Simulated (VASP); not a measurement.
# SnAu (P6_3/mmc) in VASP: relaxation of cell and atoms with LDA

Aim: the relaxation of cell and atoms of SnAu with LDA.

Everything below comes from runs of VASP 6.6.1. Logs are shortened: lines on timing, memory, paths and dates and some standing lists are left out, and cuts for length are marked.

## (1) The cell of the first run

The structure is hexagonal, space group P6_3/mmc (No. 194). The conventional cell has a = 4.414 Å, b = 4.414 Å, c = 5.670 Å, α = 90.00°, β = 90.00°, γ = 120.00°. Sn (site symmetry -6m2) has 6 Au at 2.92 Å and 6 Sn at 3.81 Å within 3.9 Å. Within 3.7 Å of Au (site symmetry -3m) lie 2 Au at 2.83 Å and 6 Sn at 2.92 Å.

## (2) Relaxation of cell and atoms, LDA

INCAR

```
PREC = Accurate
ENCUT = 600
EDIFF = 1E-6
ISMEAR = 0
SIGMA = 0.1
LREAL = F
LASPH = T
NELM = 100
ALGO = Fast
ISIF = 3
LWAVE = F
LCHARG = F
IBRION = 2
NSW = 70
EDIFFG = -0.005
LUSENCCL = F
```

KPOINTS

```
Automatic mesh
0
Gamma
  12 12 8
```

POSCAR

```
SnAu
1.0
    4.4142098582      0.0000000000      0.0000000000
   -2.2071049291      3.8228178748      0.0000000000
    0.0000000000      0.0000000000      5.6698097439
Sn Au
2 2
Direct
    0.3333333333      0.6666666667      0.2500000000
    0.6666666667      0.3333333333      0.7500000000
    0.0000000000      0.0000000000      0.0000000000
    0.0000000000      0.0000000000      0.5000000000
```

Potentials or basis: VASP PAW LDA potentials, release 64 (Sn_d, Au).

Run with:

```sh
cat potpaw_LDA.64/Sn_d/POTCAR potpaw_LDA.64/Au/POTCAR > POTCAR
mpirun -np 1 vasp_std > vasp.out
```

OUTCAR:

```text
PREC = Accurate
   ENCUT = 600
   EDIFF = 1E-6
   ISMEAR = 0
   LREAL = F
   LASPH = T
   NELM = 100
   ISIF = 3
   IBRION = 2
   NSW = 70
   EDIFFG = -0.005

 ion  position               nearest neighbor table
   1  0.333  0.667  0.250-   3 2.92   4 2.92   3 2.92   4 2.92   3 2.92   4 2.92
   2  0.667  0.333  0.750-   3 2.92   4 2.92   3 2.92   4 2.92   3 2.92   4 2.92
   3  0.000  0.000  0.000-   4 2.83   4 2.83   1 2.92   2 2.92   1 2.92   2 2.92   2 2.92   1 2.92

   4  0.000  0.000  0.500-   3 2.83   3 2.83   1 2.92   2 2.92   1 2.92   2 2.92   2 2.92   1 2.92

  LATTYP: Found a hexagonal cell.
 ALAT       =     4.4142098582
 C/A-ratio  =     1.2844449915

  Lattice vectors:

 A1 = (   4.4142098582,   0.0000000000,   0.0000000000)
 A2 = (  -2.2071049291,   3.8228178748,   0.0000000000)
 A3 = (   0.0000000000,   0.0000000000,   5.6698097439)

Analysis of symmetry for initial positions (statically):
=====================================================================
 Subroutine PRICEL returns:
 Original cell was already a primitive cell.

 Routine SETGRP: Setting up the symmetry group for a
 hexagonal supercell.

 Subroutine GETGRP returns: Found 24 space group operations
 (whereof 12 operations were pure point group operations)
 out of a pool of 24 trial point group operations.

The static configuration has the point symmetry D_3d.
 The point group associated with its full space group is D_6h.

Analysis of symmetry for dynamics (positions and initial velocities):
=====================================================================
 Subroutine PRICEL returns:
 Original cell was already a primitive cell.

 Routine SETGRP: Setting up the symmetry group for a
 hexagonal supercell.

 Subroutine GETGRP returns: Found 24 space group operations
 (whereof 12 operations were pure point group operations)
 out of a pool of 24 trial point group operations.

The dynamic configuration has the point symmetry D_3d.
 The point group associated with its full space group is D_6h.

 Subroutine INISYM returns: Found 24 space group operations
 (whereof 12 operations are pure point group operations),
 and found     1 'primitive' translations

----------------------------------------------------------------------------------------

                                     Primitive cell

  volume of cell :      95.6765

  direct lattice vectors                    reciprocal lattice vectors
[... 100 lines left out ...]
   TEBEG  =    0.0;   TEEND  =   0.0 temperature during run
   PSTRESS=    0.0 pullay stress
   NELECT =      50.0000    total number of electrons
   NUPDOWN=      -1.0000    fix difference up-down
   EMIN   =  10.00;   EMAX   =-10.00  energy-range for DOS
   EFERMI =   0.00;   METHOD = LEGACY
   ISMEAR =     0;   SIGMA  =   0.10  broadening in eV -4-tet -1-fermi 0-gaus
   EFERMI_NEDOS =   21; number of points for ismear=-14 and -15
   IALGO  =     68    algorithm
   IMIX   =      4    mixing-type and parameters
     AMIX     =   0.40;   BMIX     =  1.00
     AMIX_MAG =   1.60;   BMIX_MAG =  1.00
  volume/ion in A,a.u.               =      23.92       161.41
  Fermi-wavevector in a.u.,A,eV,Ry     =   1.318651  2.491889 23.658354  1.738840
  Thomas-Fermi vector in A             =   2.448605
   LORBIT       =      0    0 simple, 1 ext, 2 COOP (PROOUT), +10 PAW based schemes
   GGA     = CA    functional components
   LHFCALC =     F    Hartree Fock is set to
   AEXX    =    0.0000 exact exchange contribution
   IVDW    =     0    specifies the selected vdW correction
   LEPSILON=     F    determine dielectric tensor
   LRPA    =     F    only Hartree local field effects (RPA)
 conjugate gradient relaxation of ions
 non-spin polarized calculation
 RMM-DIIS sequential band-by-band and
 Gauss-broadening in eV      SIGMA  =   0.10
  energy-cutoff  :      600.00
  volume of cell :       95.68
 maximum number of plane-waves:      3250
 NGX is ok and might be reduce to    36
   NGX = 17   NGY = 17   NGZ = 23

--------------------------------------- Ionic step        1  -------------------------------------------

 number of electron      49.9999997 magnetization

 Free energy of the ion-electron system (eV)
  ---------------------------------------------------
  ext. energy  EPLUGINS =         0.00000000
  ---------------------------------------------------
  free energy    TOTEN  =       -18.49886715 eV

  energy without entropy =      -18.49340826  energy(sigma->0) =      -18.49613771

------------------------ aborting loop because EDIFF is reached ----------------------------------------

  FORCE on cell =-STRESS in cart. coord.  units (eV):
  Direction    XX          YY          ZZ          XY          YZ          ZX
  --------------------------------------------------------------------------------------
  -------------------------------------------------------------------------------------
  Total       -3.6928301     -3.6928301     -4.2066034      0.0000000      0.0000000      0.0000000
  in kB      -61.8393389    -61.8393389    -70.4428761      0.0000000      0.0000000      0.0000000
  external PRESSURE =     -64.7071846 kB  Pullay stress =       0.0000000 kB
[... 253 lines left out ...]
--------------------------------------- Ionic step        8  -------------------------------------------

 number of electron      50.0000010 magnetization

 Free energy of the ion-electron system (eV)
  ---------------------------------------------------
  ext. energy  EPLUGINS =         0.00000000
  ---------------------------------------------------
  free energy    TOTEN  =       -18.66539188 eV

  energy without entropy =      -18.65805824  energy(sigma->0) =      -18.66172506

 E-fermi :   8.6170     XC(G=0): -11.4312

 val. band max:        8.6051545736   @ k =   0.0833   0.0833   0.0000
 cond. band min:       8.6328891935   @ k =   0.2500   0.0000   0.2500
 fundamental gap:      0.0277346199
 Fermi energy:         8.6170282580

 k-point     1 :       0.0000    0.0000    0.0000
  band No.  band energies     occupation
      1     -12.9258      2.00000
      2     -12.9258      2.00000
      3     -12.9039      2.00000
      4     -12.9039      2.00000
      5     -12.8960      2.00000
      6     -12.8960      2.00000
[... 781 lines left out ...]
     29      12.4954      0.00000
     30      12.9062      0.00000

 [... further k-points ...]

------------------------ aborting loop because EDIFF is reached ----------------------------------------

  FORCE on cell =-STRESS in cart. coord.  units (eV):
  Direction    XX          YY          ZZ          XY          YZ          ZX
  --------------------------------------------------------------------------------------
  -------------------------------------------------------------------------------------
  Total       -0.0154380     -0.0154380      0.0012347     -0.0000000      0.0000000     -0.0000000
  in kB       -0.2805933     -0.2805933      0.0224414     -0.0000000      0.0000000     -0.0000000
  external PRESSURE =      -0.1795817 kB  Pullay stress =       0.0000000 kB
[... 19 lines left out ...]
  FREE ENERGIE OF THE ION-ELECTRON SYSTEM (eV)
  ---------------------------------------------------
  free  energy   TOTEN  =       -18.6653918779 eV

  energy  without entropy=      -18.6580582424  energy(sigma->0) =      -18.66172506

 reached required accuracy - stopping structural energy minimisation
```

It took 28 min on 1 × NVIDIA H100 80GB with 1 thread of AMD EPYC 7R13 (Zen 3), shared host; peak memory 1.5 GiB.

What came out:

* Free energy: -18.6654 eV
* Relaxed volume: 22.04 Å³/atom
* Relaxed cell: a = 4.297 Å, b = 4.297 Å, c = 5.512 Å, α = 90.00°, β = 90.00°, γ = 120.00°
* Space group after relaxing (to 0.1 Å): P6_3/mmc (No. 194)
* Energy gained by relaxing: 41.6 meV/atom
* Ionic steps: 8
* Pressure after relaxing: 0.0 GPa
* Band gap on the k mesh: zero (bands 25 and 26 overlap by 4.91 eV)

Step by step:
```
step  energy change (eV)  largest force (eV/Å)  pressure (GPa)  volume (Å³)
   1              0.0000                0.0000           -6.47        95.68
   2             -0.0571                0.0000            7.07        82.91
   3             -0.1664                0.0000           -0.08        88.21
   4             -0.1664                0.0000            0.11        88.07
   5             -0.1665                0.0000           -0.07        88.24
   6             -0.1665                0.0000           -0.08        88.21
   7             -0.1665                0.0000           -0.06        88.20
   8             -0.1665                0.0000           -0.02        88.15
```

Final structure:
```yaml
crystal:
  lattice:
    - [4.29739, 0.00000, 0.00000]
    - [-2.14869, 3.72165, 0.00000]
    - [0.00000, 0.00000, 5.51168]
  atoms:
    - { symbol: Sn, position: [0.33333, 0.66667, 0.25000] }
    - { symbol: Sn, position: [0.66667, 0.33333, 0.75000] }
    - { symbol: Au, position: [0.00000, 0.00000, 0.00000] }
    - { symbol: Au, position: [0.00000, 0.00000, 0.50000] }
```

Caveat: spin-orbit coupling is left out, which moves the levels of the heavy elements. LDA usually gives volumes a few per cent too small.

The gap in the log of VASP goes by the Fermi energy; the results here count the filled bands.